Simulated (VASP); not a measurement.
# ZnO (P6_3mc) in VASP: notebook, part 2 of 2

VASP 6.6.1. The steps go on from the part before.

**3. Single point, PBEsol**

INCAR

```
SYSTEM = ZnO
PREC = Accurate
ENCUT = 520
EDIFF = 1E-6
ISMEAR = 0
SIGMA = 0.02
LREAL = .FALSE.
LASPH = .TRUE.
NELM = 100
ALGO = Normal
ISIF = 2
LWAVE = .FALSE.
LCHARG = .TRUE.
GGA = PS
LELF = .TRUE.
LVHAR = .TRUE.
NBANDS = 26
```

KPOINTS

```
regular mesh
0
G
  12 12 6
  0 0 0
```

POSCAR

```
ZnO
1.0
    3.2977811448      0.0000000000      0.0000000000
   -1.6488905724      2.8559622475      0.0000000000
    0.0000000000      0.0000000000      4.9012310743
Zn O
2 2
Direct
    0.6666666665      0.3333333335      0.4882880285
    0.3333333335      0.6666666665     -0.0117119715
    0.6666666667      0.3333333333      0.8920219715
    0.3333333333      0.6666666667      0.3920219715
```

Potentials or basis: VASP PAW PBE potentials, release 64 (Zn, O).

Command:

```sh
> cat potpaw_PBE.64/Zn/POTCAR potpaw_PBE.64/O/POTCAR > POTCAR
> mpirun -np 1 vasp_std > vasp.out
```

OUTCAR:

```text
SYSTEM = ZnO
   PREC = Accurate
   ENCUT = 520
   EDIFF = 1E-6
   ISMEAR = 0
   LREAL = .FALSE.
   LASPH = .TRUE.
   NELM = 100
   ISIF = 2
   GGA = PS

 ion  position               nearest neighbor table
   1  0.667  0.333  0.488-   4 1.96   4 1.96   4 1.96   3 1.98
   2  0.333  0.667  0.988-   3 1.96   3 1.96   3 1.96   4 1.98
   3  0.667  0.333  0.892-   2 1.96   2 1.96   2 1.96   1 1.98
   4  0.333  0.667  0.392-   1 1.96   1 1.96   1 1.96   2 1.98

  LATTYP: Found a hexagonal cell.
 ALAT       =     3.2977811448
 C/A-ratio  =     1.4862208434

  Lattice vectors:

 A1 = (   3.2977811448,   0.0000000000,   0.0000000000)
 A2 = (  -1.6488905724,   2.8559622475,   0.0000000000)
 A3 = (   0.0000000000,   0.0000000000,   4.9012310743)

Analysis of symmetry for initial positions (statically):
=====================================================================
 Subroutine PRICEL returns:
 Original cell was already a primitive cell.

 Routine SETGRP: Setting up the symmetry group for a
 hexagonal supercell.

 Subroutine GETGRP returns: Found 12 space group operations
 (whereof  6 operations were pure point group operations)
 out of a pool of 24 trial point group operations.

The static configuration has the point symmetry C_3v.
 The point group associated with its full space group is C_6v.

Analysis of symmetry for dynamics (positions and initial velocities):
=====================================================================
 Subroutine PRICEL returns:
 Original cell was already a primitive cell.

 Routine SETGRP: Setting up the symmetry group for a
 hexagonal supercell.

 Subroutine GETGRP returns: Found 12 space group operations
 (whereof  6 operations were pure point group operations)
 out of a pool of 24 trial point group operations.
[... 121 lines left out ...]
   ISMEAR =     0;   SIGMA  =   0.02  broadening in eV -4-tet -1-fermi 0-gaus
   EFERMI_NEDOS =   21; number of points for ismear=-14 and -15
   IALGO  =     38    algorithm
   IMIX   =      4    mixing-type and parameters
     AMIX     =   0.40;   BMIX     =  1.00
     AMIX_MAG =   1.60;   BMIX_MAG =  1.00
  volume/ion in A,a.u.               =      11.54        77.88
  Fermi-wavevector in a.u.,A,eV,Ry     =   1.506893  2.847615 30.895123  2.270727
  Thomas-Fermi vector in A             =   2.617551
   LORBIT       =      0    0 simple, 1 ext, 2 COOP (PROOUT), +10 PAW based schemes
   GGA     = PS    functional components
   LHFCALC =     F    Hartree Fock is set to
   AEXX    =    0.0000 exact exchange contribution
   IVDW    =     0    specifies the selected vdW correction
   LEPSILON=     F    determine dielectric tensor
   LRPA    =     F    only Hartree local field effects (RPA)
 non-spin polarized calculation
 Gauss-broadening in eV      SIGMA  =   0.02
  energy-cutoff  :      520.00
  volume of cell :       46.16
 maximum number of plane-waves:      1266
 NGX is ok and might be reduce to    28
   NGX = 13   NGY = 13   NGZ = 19

 number of electron      36.0000002 magnetization

 Free energy of the ion-electron system (eV)
  ---------------------------------------------------
  ext. energy  EPLUGINS =         0.00000000
  ---------------------------------------------------
  free energy    TOTEN  =       -19.33869020 eV

  energy without entropy =      -19.33869020  energy(sigma->0) =      -19.33869020

 E-fermi :   1.3671     XC(G=0): -11.3523

 val. band max:        1.2739477011   @ k =   0.0000   0.0000   0.0000
 cond. band min:       2.0738135170   @ k =   0.0000   0.0000   0.0000
 fundamental gap:      0.7998658159
 Fermi energy:         1.3670985661

 k-point     1 :       0.0000    0.0000    0.0000
  band No.  band energies     occupation
      1     -16.9341      2.00000
      2     -16.0129      2.00000
      3      -4.5633      2.00000
      4      -4.5633      2.00000
      5      -4.4429      2.00000
      6      -4.4429      2.00000
[... 685 lines left out ...]
     25      14.6762      0.00000
     26      15.2232      0.00000

 [... further k-points ...]

------------------------ aborting loop because EDIFF is reached ----------------------------------------

  FORCE on cell =-STRESS in cart. coord.  units (eV):
  Direction    XX          YY          ZZ          XY          YZ          ZX
  --------------------------------------------------------------------------------------
  -------------------------------------------------------------------------------------
  Total        0.3033320      0.3033320      2.1896077      0.0000000     -0.0000000      0.0000000
  in kB       10.5280822     10.5280822     75.9971696      0.0000000     -0.0000000      0.0000000
  external PRESSURE =      32.3511114 kB  Pullay stress =       0.0000000 kB

 VOLUME and BASIS-vectors are now :
 -----------------------------------------------------------------------------
  energy-cutoff  :      520.00
  volume of cell :       46.16
      direct lattice vectors                 reciprocal lattice vectors
     3.297781145  0.000000000  0.000000000     0.303234192  0.175072342  0.000000000
    -1.648890572  2.855962247  0.000000000     0.000000000  0.350144684  0.000000000
     0.000000000  0.000000000  4.901231074     0.000000000  0.000000000  0.204030372

 POSITION                                       TOTAL-FORCE (eV/Angst)
 -----------------------------------------------------------------------------------
      1.64889      0.95199      2.39321         0.000000     -0.000000     -0.013137
      0.00000      1.90397      4.84383        -0.000000      0.000000     -0.013137
      1.64889      0.95199      4.37201        -0.000000      0.000000      0.013137
     -0.00000      1.90397      1.92139         0.000000     -0.000000      0.013137
 -----------------------------------------------------------------------------------
    total drift:                               -0.000000     -0.000001      0.001695

  FREE ENERGIE OF THE ION-ELECTRON SYSTEM (eV)
  ---------------------------------------------------
  free  energy   TOTEN  =       -19.3386901960 eV

  energy  without entropy=      -19.3386901960  energy(sigma->0) =      -19.33869020
```

It took 2.2 min on 1 thread of Intel Xeon 8259CL, shared host; peak memory 0.22 GiB.

What came out:

```
Free energy            : -19.3387 eV
Pressure               : 3.2 GPa
Largest force          : 0.013 eV/Å
Band gap on the k mesh : 0.80 eV
```

Forces on the atoms (eV/Å):
```
Zn   0.000  0.000 -0.013
Zn   0.000  0.000 -0.013
O    0.000  0.000  0.013
O    0.000  0.000  0.013
```

Stress tensor (GPa, compression positive):
```
1.05 0.00 0.00
0.00 1.05 0.00
0.00 0.00 7.60
```

Levels at points of the mesh, in eV from the valence-band top:
```tsv
k point	band 16	band 17	band 18	band 19	band 20	band 21
(0.00, 0.00, 0.00)	-0.18	0.00	0.00	0.80	4.94	8.89
(0.50, 0.00, 0.00)	-2.52	-1.20	-1.03	5.78	6.63	8.16
(0.00, 0.00, 0.50)	-0.40	-0.40	-0.40	3.61	3.61	10.56
(0.50, 0.00, 0.50)	-1.71	-1.04	-1.04	5.77	5.77	8.50
```

Caveat: the stress differs along the axes, from 1 to 8 GPa; semilocal functionals underestimate gaps, and a narrow one can read as zero; the PAW data sets were made with another functional, which shifts forces and pressure a little.
